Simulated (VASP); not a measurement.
Runs of VASP 6.6.1 on LiAlO. The structure is that of space group P4/nmm (No. 129), or close to it. The cells are those of the table. 

```csv
task,cell,k mesh,cutoff (eV),gap on the mesh (eV),largest force (eV/Å)
relaxation of cell and atoms,"relaxed from a = 3.408, b = 3.408, c = 6.517 Å, 6 atoms",6 × 6 × 4,600,none,0.03
single point,"a = 3.441, b = 3.441, c = 5.909 Å, 6 atoms",12 × 12 × 6,520,none,0.01
single point,"a = 3.408, b = 3.408, c = 6.517 Å, 6 atoms",6 × 6 × 4,520,none,(a)
single point,"a = 3.445, b = 3.445, c = 5.908 Å, 6 atoms",6 × 6 × 4,520,none,0.02
```

Alike in all rows: level PBE; potentials or basis VASP PAW PBE potentials, release 64 (Li_sv, Al, O); no spin polarisation; smearing gaussian 0.1 eV.

**Question.** Estimate the missing entries.

**Answer.** (a) 1.55.

Caveats: forces of over 1 eV/Å act on the atoms, so gaps and moduli don't describe the material at rest (some runs).

A gap of «none» marks levels without a gap at the run's occupations.
